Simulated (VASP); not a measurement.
Set up this calculation in VASP 6.6.1, as the native input.

```yaml
Task: density of states
Functional: PBE
Potentials_or_basis: VASP PAW PBE potentials, release 64 (Ca_sv, O)
Cutoff: 520 eV
k_mesh: 10 × 10 × 10
Occupations: fermi-dirac, width 0.1 eV
Spin: no spin polarisation
Dipole_correction: no
k_mesh_for_the_DOS: 15 × 15 × 15
Occupations_for_the_DOS: tetrahedron
Further_INCAR_settings: ALGO = Normal; EDIFF = 1e-07; NBANDS = 15
```

Crystal: CaO.

```
CELL_PARAMETERS angstrom
0.00000 2.40356 2.40356
2.40356 0.00000 2.40356
2.40356 2.40356 0.00000
ATOMIC_POSITIONS crystal
Ca 0.00000 0.00000 0.00000
O 0.50000 0.50000 0.50000
```

One way to write it, as run:

POSCAR

```
CaO
1.0
    0.0000000000      2.4035556960      2.4035556960
    2.4035556960      0.0000000000      2.4035556960
    2.4035556960      2.4035556960      0.0000000000
Ca O
1 1
Direct
    0.0000000000      0.0000000000      0.0000000000
    0.5000000000      0.5000000000      0.5000000000
```

INCAR.step1

```
SYSTEM = CaO
PREC = Accurate ; ENCUT = 520
EDIFF = 1E-7 ; ISMEAR = -1
SIGMA = 0.1 ; LREAL = .FALSE.
LASPH = .TRUE. ; NELM = 60
ALGO = Normal ; ISIF = 2
LWAVE = .FALSE. ; LCHARG = .TRUE.
GGA = PE ; NBANDS = 15
```

KPOINTS.step1

```
Automatic mesh
0
G
  10 10 10
  0 0 0
```

INCAR.step2

```
SYSTEM = CaO
PREC = Accurate ; ENCUT = 520
EDIFF = 1E-7 ; ISMEAR = -5
SIGMA = 0.1 ; LREAL = .FALSE.
LASPH = .TRUE. ; NELM = 60
ALGO = Normal ; ISIF = 2
LWAVE = .FALSE. ; LCHARG = .FALSE.
GGA = PE ; LORBIT = 10
NBANDS = 15 ; NEDOS = 1001
ICHARG = 11
```

KPOINTS.step2

```
Automatic mesh
0
G
  15 15 15
  0 0 0
```

Potentials or basis: VASP PAW PBE potentials, release 64 (Ca_sv, O).

Launch:

```sh
$ cat potpaw_PBE.64/Ca_sv/POTCAR potpaw_PBE.64/O/POTCAR > POTCAR
$ cp INCAR.step1 INCAR
$ cp KPOINTS.step1 KPOINTS
$ mpirun -np 1 vasp_std > vasp.out
$ cp INCAR.step2 INCAR
$ cp KPOINTS.step2 KPOINTS
$ mpirun -np 1 vasp_std > vasp.out
```

It gave:

* Valence electrons inside the program's atomic spheres: Ca 8.22; O 5.00

Run time: 32 s on 1 thread of Intel(R) Xeon(R) Platinum 8488C (Sapphire Rapids), on a shared host, peak memory 0.18 GiB.
